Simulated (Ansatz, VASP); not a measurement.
Two plane-wave programs on Fe

INCAR

```
  PREC = Accurate
  ENCUT = 520
  EDIFF = 1E-6
  ISMEAR = 0
  SIGMA = 0.05
  LREAL = F
  LASPH = T
  NELM = 150
  ALGO = Normal
  ISIF = 2
  LWAVE = F
  LCHARG = F
  ISPIN = 2
  MAGMOM = 2.41
  LORBIT = 11
  LMAXMIX = 4
  GGA = PE
  NBANDS = 14
```

Contents of KPOINTS:

```
Automatic mesh
0
Gamma
  22 22 22
```

File POSCAR:

```
Fe
1.0
   -1.4155932729      1.4155932729      1.4155932729
    1.4155932729     -1.4155932729      1.4155932729
    1.4155932729      1.4155932729     -1.4155932729
Fe
1
Direct
    0.0000000000      0.0000000000      0.0000000000
```

Input for Ansatz:

```yaml
crystal:
  lattice:
    - [-1.4155932729, 1.4155932729, 1.4155932729]
    - [1.4155932729, -1.4155932729, 1.4155932729]
    - [1.4155932729, 1.4155932729, -1.4155932729]
  atoms:
    - { symbol: Fe, position: [0.0, 0.0, 0.0], spin: 2.41 }
basis:
  ecutwfc: 420
  ecutrho_ratio: 4
kpoints:
  mp_grid: { grid: [22, 22, 22] }
hamiltonian:
  xc: pbe
scf:
  occupations: { method: gaussian, width: 0.05 }
output:
  forces: true
  stress: true
  eigenvalues: true
  populations: true
magnetization:
  spin_polarized: true
```

Alike in both runs: task single point; functional PBE; k mesh 22 × 22 × 22; occupations gaussian, width 0.05 eV; collinear spin.

|  | VASP | Ansatz |
| --- | --- | --- |
| version | VASP 6.6.1 | Ansatz 0.2.0 |
| potentials or method | VASP PAW PBE potentials, release 64 (Fe), cutoff 520 eV | scalar-relativistic, plane waves, PAW |
| valence electrons in the cell | 8 | 16 |

|  | VASP | Ansatz | Ansatz less VASP |
| --- | --- | --- | --- |
| gap on the k mesh at the Fermi level (eV) | none | none | - |
| pressure (GPa) | -0.6 | -0.1 | +0.42 |
| net moment per atom (μB) | 2.18 | 2.16 | -0.018 |
| size of the moment on the site where the two differ most (μB) | 2.17 | 2.20 | +0.032 |

Site moments also hang on the region over which each program counts them. A gap of «none» marks a metal or a gap that the smearing closes. With one functional, cell and mesh, what is left measures potentials, basis and numerics. VASP's potentials hold 8 valence electrons a cell and Ansatz's 16, so a difference there can come from the potentials and not from the codes.
